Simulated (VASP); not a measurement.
Here is a VASP 6.6.1 calculation.

File INCAR:

```
SYSTEM = Ti5C
  PREC = Accurate
  ENCUT = 600
  EDIFF = 1E-6
  ISMEAR = 0
  SIGMA = 0.1
  LREAL = .FALSE.
  LASPH = .TRUE.
  NELM = 60
  ALGO = Normal
  ISIF = 3
  LWAVE = .FALSE.
  LCHARG = .FALSE.
  GGA = PE
  IBRION = 2
  NSW = 100
  EDIFFG = -0.01
```

File KPOINTS:

```
regular mesh
0
G
  10 10 10
  0 0 0
```

Contents of POSCAR:

```
Ti5C
1.0
    0.0000000000      3.6221587793      3.6221587793
    3.6221587793      0.0000000000      3.6221587793
    3.6221587793      3.6221587793      0.0000000000
Ti C
5 1
Direct
    0.1222921477      0.1222921477      0.6331235569
    0.1222921477      0.6331235569      0.1222921477
    0.7500000000      0.7500000000      0.7500000000
    0.1222921477      0.1222921477      0.1222921477
    0.6331235569      0.1222921477      0.1222921477
    0.5000000000      0.5000000000      0.5000000000
```

Potentials or basis: VASP PAW PBE potentials, release 64 (Ti_sv, C).

Run with:

```sh
$ cat potpaw_PBE.64/Ti_sv/POTCAR potpaw_PBE.64/C/POTCAR > POTCAR
$ mpirun -np 1 vasp_std > vasp.out
```

Q: Predict the relaxed volume.

A: 15.92 Å³/atom.

Q: Estimate the band gap on the k mesh.

A: Zero (bands 32 and 33 overlap by 0.41 eV).

Q: What does it give for the relaxed cell?

A: a = 5.131 Å, b = 5.131 Å, c = 5.131 Å, α = 60.00°, β = 60.00°, γ = 60.00°.

Q: Predict the space group after relaxing (to 0.1 Å).

A: F-43m (No. 216).

Step by step:
```
step  energy change (eV)  largest force (eV/Å)  pressure (GPa)  volume (Å³)
   1              0.0000                0.0956            0.47        95.05
   2             -0.0012                0.0427           -0.10        95.69
   3             -0.0014                0.0086            0.02        95.53
```
